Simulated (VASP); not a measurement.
# Rh (P6_3/mmc) in VASP: further runs

Rh is run at these levels: LDA; tasks: single point.

Everything below comes from runs of VASP 6.6.1. Logs are shortened: lines on timing, memory, paths and dates and some standing lists are left out, and cuts for length are marked.

## (1) The cell of the first run

The structure is hexagonal, space group P6_3/mmc (No. 194). The conventional cell has a = 2.714 Å, b = 2.714 Å, c = 8.871 Å, α = 90.00°, β = 90.00°, γ = 120.00°. Within 3.6 Å of Rh (site symmetry -3m) lie 12 Rh at 2.71 to 2.72 Å. Rh (site symmetry -6m2) has 12 Rh at 2.71 to 2.72 Å within 3.6 Å.

## (2) Single point, LDA

The input, INCAR:

```
ALGO = Normal
EDIFF = 1E-6
ENCUT = 520
ISIF = 2
ISMEAR = -1
LASPH = T
LCHARG = F
LREAL = F
LWAVE = F
NBANDS = 38
NELM = 60
PREC = Accurate
SIGMA = 0.1
```

The input, KPOINTS:

```
k-points
0
Gamma
  10 10 3
```

The input, POSCAR:

```
Rh
1.0
    2.7139867940      0.0000000000      0.0000000000
   -1.3569933970      2.3503863282      0.0000000000
    0.0000000000      0.0000000000      8.8707846198
Rh
4
Direct
    0.0000000000      0.0000000000      0.0000000000
    0.3333333333      0.6666666667      0.2500000000
    0.0000000000      0.0000000000      0.5000000000
    0.6666666667      0.3333333333      0.7500000000
```

Potentials or basis: VASP PAW LDA potentials, release 64 (Rh_pv).

The run is started by

```bash
cat potpaw_LDA.64/Rh_pv/POTCAR > POTCAR
mpirun -np 1 vasp_std > vasp.out
```

OUTCAR:

```text
EDIFF = 1E-6
   ENCUT = 520
   ISIF = 2
   ISMEAR = -1
   LASPH = T
   LREAL = F
   NELM = 60
   PREC = Accurate

 ion  position               nearest neighbor table
   1  0.000  0.000  0.000-   2 2.72   4 2.72   4 2.72   2 2.72   4 2.72   2 2.72
   2  0.333  0.667  0.250-   1 2.72   3 2.72   1 2.72   3 2.72   1 2.72   3 2.72
   3  0.000  0.000  0.500-   2 2.72   4 2.72   4 2.72   2 2.72   4 2.72   2 2.72
   4  0.667  0.333  0.750-   1 2.72   3 2.72   1 2.72   3 2.72   1 2.72   3 2.72

  LATTYP: Found a hexagonal cell.
 ALAT       =     2.7139867940
 C/A-ratio  =     3.2685437672

  Lattice vectors:

 A1 = (   2.7139867940,   0.0000000000,   0.0000000000)
 A2 = (  -1.3569933970,   2.3503863282,   0.0000000000)
 A3 = (   0.0000000000,   0.0000000000,   8.8707846198)

Analysis of symmetry for initial positions (statically):
=====================================================================
 Subroutine PRICEL returns:
 Original cell was already a primitive cell.

 Routine SETGRP: Setting up the symmetry group for a
 hexagonal supercell.

 Subroutine GETGRP returns: Found 24 space group operations
 (whereof 12 operations were pure point group operations)
 out of a pool of 24 trial point group operations.

The static configuration has the point symmetry D_3d.
 The point group associated with its full space group is D_6h.

Analysis of symmetry for dynamics (positions and initial velocities):
=====================================================================
 Subroutine PRICEL returns:
 Original cell was already a primitive cell.

 Routine SETGRP: Setting up the symmetry group for a
 hexagonal supercell.

 Subroutine GETGRP returns: Found 24 space group operations
 (whereof 12 operations were pure point group operations)
 out of a pool of 24 trial point group operations.

The dynamic configuration has the point symmetry D_3d.
 The point group associated with its full space group is D_6h.

 Subroutine INISYM returns: Found 24 space group operations
 (whereof 12 operations are pure point group operations),
 and found     1 'primitive' translations

----------------------------------------------------------------------------------------

                                     Primitive cell

  volume of cell :      56.5860

  direct lattice vectors                    reciprocal lattice vectors
[... 89 lines left out ...]
   ENCUT  =  520.0 eV  38.22 Ry    6.18 a.u.   5.05  5.05 16.49*2*pi/ulx,y,z
   NELM   =     60;   NELMIN=  2; NELMDL= -5     # of ELM steps
   EDIFF  = 0.1E-05   stopping-criterion for ELM
   LREAL  =      F    real-space projection
   EDIFFG = 0.1E-04   stopping-criterion for IOM
   NSW    =      0    number of steps for IOM
   IBRION =     -1    ionic relax: 0-MD 1-quasi-New 2-CG
   NFREE  =      0    steps in history (QN), initial steepest desc. (CG)
   ISIF   =      2    stress and relaxation
   ISYM   =      2    0-nonsym 1-usesym 2-fastsym
   POTIM  = 0.5000    time-step for ionic-motion
   TEBEG  =    0.0;   TEEND  =   0.0 temperature during run
   PSTRESS=    0.0 pullay stress
   NELECT =      60.0000    total number of electrons
   NUPDOWN=      -1.0000    fix difference up-down
   EMIN   =  10.00;   EMAX   =-10.00  energy-range for DOS
   EFERMI =   0.00;   METHOD = LEGACY
   ISMEAR =    -1;   SIGMA  =   0.10  broadening in eV -4-tet -1-fermi 0-gaus
   EFERMI_NEDOS =   21; number of points for ismear=-14 and -15
   IALGO  =     38    algorithm
   IMIX   =      4    mixing-type and parameters
     AMIX     =   0.40;   BMIX     =  1.00
     AMIX_MAG =   1.60;   BMIX_MAG =  1.00
  volume/ion in A,a.u.               =      14.15        95.47
  Fermi-wavevector in a.u.,A,eV,Ry     =   1.669381  3.154673 37.917183  2.786834
  Thomas-Fermi vector in A             =   2.755064
   LORBIT       =      0    0 simple, 1 ext, 2 COOP (PROOUT), +10 PAW based schemes
   GGA     = CA    functional components
   LHFCALC =     F    Hartree Fock is set to
   AEXX    =    0.0000 exact exchange contribution
   IVDW    =     0    specifies the selected vdW correction
   LEPSILON=     F    determine dielectric tensor
   LRPA    =     F    only Hartree local field effects (RPA)
 non-spin polarized calculation
  energy-cutoff  :      520.00
  volume of cell :       56.59
 maximum number of plane-waves:      1543
   NGX = 11   NGY = 11   NGZ = 33

 number of electron      60.0000000 magnetization

 Free energy of the ion-electron system (eV)
  ---------------------------------------------------
  ext. energy  EPLUGINS =         0.00000000
  ---------------------------------------------------
  free energy    TOTEN  =       -34.58638984 eV

  energy without entropy =      -34.39108278  energy(sigma->0) =      -34.48873631

 E-fermi :  11.2209     XC(G=0): -14.1705

 val. band max:       11.2095804925   @ k =   0.4000   0.1000   0.3333
 cond. band min:      11.2254567423   @ k =   0.3000   0.1000   0.3333
 fundamental gap:      0.0158762498
 Fermi energy:        11.2208812950

 k-point     1 :       0.0000    0.0000    0.0000
  band No.  band energies     occupation
      1     -35.5913      2.00000
      2     -35.2617      2.00000
      3     -35.2581      2.00000
      4     -35.0194      2.00000
      5     -35.0194      2.00000
      6     -34.9815      2.00000
[... 973 lines left out ...]
     37      20.0852      0.00000
     38      20.1468      0.00000

 [... further k-points ...]

------------------------ aborting loop because EDIFF is reached ----------------------------------------

  FORCE on cell =-STRESS in cart. coord.  units (eV):
  Direction    XX          YY          ZZ          XY          YZ          ZX
  --------------------------------------------------------------------------------------
  -------------------------------------------------------------------------------------
  Total       -5.8923249     -5.8923491     -5.8222528      0.0000000     -0.0000000      0.0000000
  in kB     -166.8354182   -166.8361024   -164.8513948      0.0000000     -0.0000000      0.0000000
  external PRESSURE =    -166.1743051 kB  Pullay stress =       0.0000000 kB

 VOLUME and BASIS-vectors are now :
 -----------------------------------------------------------------------------
  energy-cutoff  :      520.00
  volume of cell :       56.59
      direct lattice vectors                 reciprocal lattice vectors
     2.713986794  0.000000000  0.000000000     0.368461631  0.212730986  0.000000000
    -1.356993397  2.350386328  0.000000000     0.000000000  0.425461971  0.000000000
     0.000000000  0.000000000  8.870784620     0.000000000  0.000000000  0.112729600

 POSITION                                       TOTAL-FORCE (eV/Angst)
 -----------------------------------------------------------------------------------
      0.00000      0.00000      0.00000        -0.000000      0.000000      0.000000
     -0.00000      1.56692      2.21770        -0.000000     -0.000000      0.000000
      0.00000      0.00000      4.43539        -0.000000      0.000000      0.000000
      1.35699      0.78346      6.65309         0.000000      0.000000     -0.000000
 -----------------------------------------------------------------------------------
    total drift:                                0.000000     -0.000000      0.000000

  FREE ENERGIE OF THE ION-ELECTRON SYSTEM (eV)
  ---------------------------------------------------
  free  energy   TOTEN  =       -34.5863898404 eV

  energy  without entropy=      -34.3910827791  energy(sigma->0) =      -34.48873631
```

stdout:

```text
POSCAR found type information on POSCAR Rh
 POSCAR found :  1 types and       4 ions
 scaLAPACK will be used
 LDA part: xc-table for (Slater(with rela. corr.)+CA(PZ))
 , standard interpolation
 POSCAR, INCAR and KPOINTS ok, starting setup
 FFT: planning ... GRIDC
 FFT: planning ... GRID_SOFT
 FFT: planning ... GRID
 WAVECAR not read
 entering main loop
```

It took 73 s on 1 thread of Intel Xeon 8259CL, shared host; peak memory 0.17 GiB.

Results:

| Property | Result |
| --- | --- |
| Free energy | -34.5864 eV |
| Pressure | -16.6 GPa |
| Band gap on the k mesh | zero (band 30 reaches 12.00 eV, above the bottom of band 31 at 10.23 eV) |

Levels at points of the mesh, in eV from the Fermi level:
```csv
k point,band 27,band 28,band 29,band 30,band 31,band 32
"(0.00, 0.00, 0.00)",-2.56,-1.39,-1.39,-0.82,-0.82,-0.35
"(0.50, 0.00, 0.00)",0.52,0.56,0.62,0.78,0.78,0.82
```

## (3) Single point, LDA

This run uses another cell than the first one, of 14.49 Å³/atom, 1.024 times its volume.

The input, INCAR:

```
SYSTEM = Rh
PREC = Accurate
ENCUT = 520
EDIFF = 1E-6
ISMEAR = -1
SIGMA = 0.1
LREAL = .FALSE.
LASPH = .TRUE.
NELM = 60
ALGO = Normal
ISIF = 2
LWAVE = .FALSE.
LCHARG = .FALSE.
GGA = CA
NBANDS = 38
```

The input, KPOINTS:

```
regular mesh
0
G
  10 10 3
  0 0 0
```

The input, POSCAR:

```
Rh
1.0
    2.7358747295      0.0000000000      0.0000000000
   -1.3679373647      2.3693418753      0.0000000000
    0.0000000000      0.0000000000      8.9423262950
Rh
4
Direct
    0.0000000000      0.0000000000      0.0000000000
    0.3333333333      0.6666666667      0.2500000000
    0.0000000000      0.0000000000      0.5000000000
    0.6666666667      0.3333333333      0.7500000000
```

Potentials or basis: VASP PAW LDA potentials, release 64 (Rh_pv).

The run is started by

```bash
cat potpaw_LDA.64/Rh_pv/POTCAR > POTCAR
mpirun -np 1 vasp_std > vasp.out
```

Run time: 79 s. Hardware: 1 thread of Intel Xeon 8259CL, shared host; peak memory 0.17 GiB.

It converged, with:

```
Free energy            : -34.4220 eV
Pressure               : -21.7 GPa
Band gap on the k mesh : zero (band 30 reaches 11.54 eV, above the bottom of band 31 at 9.84 eV)
```

Stress tensor (GPa, compression positive):
```
-21.71   0.00   0.00
  0.00 -21.71   0.00
  0.00   0.00 -21.56
```

Levels at points of the mesh, in eV from the Fermi level:
```
           k point  band 26  band 27  band 28  band 29  band 30  band 31  band 32  band 33
(0.00, 0.00, 0.00)    -2.46    -2.46    -1.34    -1.34    -0.79    -0.79    -0.33    -0.33
(0.50, 0.00, 0.00)     0.50     0.50     0.54     0.60     0.75     0.75     0.79     1.23
```
